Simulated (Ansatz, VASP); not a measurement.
Cu: VASP beside Ansatz

The input POSCAR:

```
Cu
1.0
    0.0000000000      1.8075000000      1.8075000000
    1.8075000000      0.0000000000      1.8075000000
    1.8075000000      1.8075000000      0.0000000000
Cu
1
Direct
    0.0030000000      0.0030000000      0.0030000000
```

Contents of INCAR.step1:

```
SYSTEM = Cu
PREC = Accurate ; ENCUT = 600
ISMEAR = 0 ; SIGMA = 0.1
LREAL = .FALSE. ; LASPH = .TRUE.
NELM = 60 ; GGA = PE
ALGO = Normal ; EDIFF = 1E-4
LWAVE = .TRUE. ; LCHARG = .FALSE.
```

Contents of INCAR.step2:

```
SYSTEM = Cu
PREC = Accurate ; ENCUT = 600
EDIFF = 1E-6 ; ISMEAR = 0
SIGMA = 0.1 ; LREAL = .FALSE.
LASPH = .TRUE. ; NELM = 60
ALGO = Normal ; ISIF = 3
LWAVE = .FALSE. ; LCHARG = .FALSE.
METAGGA = R2SCAN ; LMIXTAU = .TRUE.
IBRION = 2 ; NSW = 80
EDIFFG = -0.003 ; ISTART = 1
```

File KPOINTS:

```
regular mesh
0
G
  26 26 26
  0 0 0
```

Input for Ansatz:

```yaml
crystal:
  lattice:
    - [0.0, 1.8075, 1.8075]
    - [1.8075, 0.0, 1.8075]
    - [1.8075, 1.8075, 0.0]
  atoms:
    - { symbol: Cu, position: [0.003, 0.003, 0.003] }
scf:
  occupations: { method: gaussian, width: 0.1 }
output:
  forces: true
  stress: true
kpoints:
  mp_grid: { grid: [26, 26, 26] }
hamiltonian:
  xc: r2scan
relax:
  f_tol: 0.003
  cell: { stress_tol: 0.03 }
```

Alike in both runs: task relaxation of cell and atoms; functional r2SCAN; k mesh 26 × 26 × 26; occupations gaussian, width 0.1 eV; no spin polarisation.

|  | VASP | Ansatz |
| --- | --- | --- |
| version | VASP 6.6.1 | Ansatz 0.2.0 |
| potentials or method | VASP PAW PBE potentials, release 64 (Cu) | scalar-relativistic, plane waves, PAW |
| plane-wave cutoff (eV) | 600 | 500 |
| valence electrons in the cell | 11 | 19 |

|  | VASP | Ansatz | Ansatz less VASP |
| --- | --- | --- | --- |
| relaxed volume (Å³/atom) | 11.48 | 11.44 | -0.045 |
| relaxed length of the cell vector where the two differ most in proportion (Å) | 2.532 | 2.529 | -0.0033 |

VASP's potentials were made for PBE, not for r2SCAN. VASP's potentials hold 11 valence electrons a cell and Ansatz's 19, so a difference there can come from the potentials and not from the codes.
